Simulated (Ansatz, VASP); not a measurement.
**Two plane-wave programs on BaTiO3**

File INCAR:

```
PREC     = Accurate       # precision mode
ENCUT    = 520            # plane-wave cutoff, eV
EDIFF    = 1E-6           # SCF threshold, eV
ISMEAR   = -1             # smearing method
SIGMA    = 0.02           # smearing width, eV
LREAL    = False          # projectors in reciprocal space
LASPH    = True           # aspherical terms in the spheres
NELM     = 60             # most SCF steps
ALGO     = Normal         # electronic algorithm
ISIF     = 2              # what is computed and relaxed
LWAVE    = False          # write WAVECAR
LCHARG   = False          # write CHGCAR
GGA      = PE             # functional
IBRION   = 2              # ionic algorithm
NSW      = 80             # ionic steps
EDIFFG   = -0.02          # ionic threshold
```

File KPOINTS:

```
regular mesh
0
Gamma
  8 8 8
```

The input POSCAR:

```
BaTiO3
1.0
    4.0325305745      0.0000000000      0.0000000000
    0.0000000000      4.0325305745      0.0000000000
    0.0000000000      0.0000000000      4.0325305745
Ba Ti O
1 1 3
Direct
    0.5000000000      0.5000000000      0.5000000000
    0.0000000000      0.0000000000      0.0000000000
    0.5000000000      0.0000000000      0.0000000000
    0.0000000000      0.5000000000      0.0000000000
    0.0000000000      0.0000000000      0.5000000000
```

Input for Ansatz:

```yaml
crystal:
  lattice:
    - [4.0325305745, 0.0, 0.0]
    - [0.0, 4.0325305745, 0.0]
    - [0.0, 0.0, 4.0325305745]
  atoms:
    - { symbol: Ba, position: [0.5, 0.5, 0.5] }
    - { symbol: Ti, position: [0.0, 0.0, 0.0] }
    - { symbol: O, position: [0.5, 0.0, 0.0] }
    - { symbol: O, position: [0.0, 0.5, 0.0] }
    - { symbol: O, position: [0.0, 0.0, 0.5] }
kpoints:
  mp_grid: { grid: [8, 8, 8] }
scf:
  occupations: { method: fermi_dirac, width: 0.02 }
hamiltonian:
  xc: pbe
  pseudopotentials: { kind: paw }
output:
  forces: true
  stress: true
  populations: true
  efg:
    quadrupole_moments_barn: { Ba: 0.236, Ti: 0.247, O: -0.02558 }
    contact_densities: true
relax:
  f_tol: 0.02
  max_steps: 60
```

Change from the starting cell: volume scaled by 1.02, ions relaxed.

Alike in both runs: task relaxation of the atoms; functional PBE; k mesh 8 × 8 × 8; occupations fermi-dirac, width 0.02 eV; no spin polarisation.

|  | VASP | Ansatz |
| --- | --- | --- |
| version | VASP 6.6.1 | Ansatz 0.2.0 |
| potentials or method | VASP PAW PBE potentials, release 64 (Ba_sv, Ti_sv, O) | plane-wave PAW, scalar-relativistic |
| plane-wave cutoff (eV) | 520 | 420 |
| valence electrons in the cell | 40 | 40 |

```csv
,VASP,Ansatz,Ansatz less VASP
"gap on the k mesh at the Fermi level, each at its own relaxed structure (eV)",1.70,1.76,+0.063
```

Ansatz's warnings: stress scf threshold loose.

Spin-orbit coupling is off throughout. Noted on VASP's run: the relaxation stopped at its first step, so nothing moved.
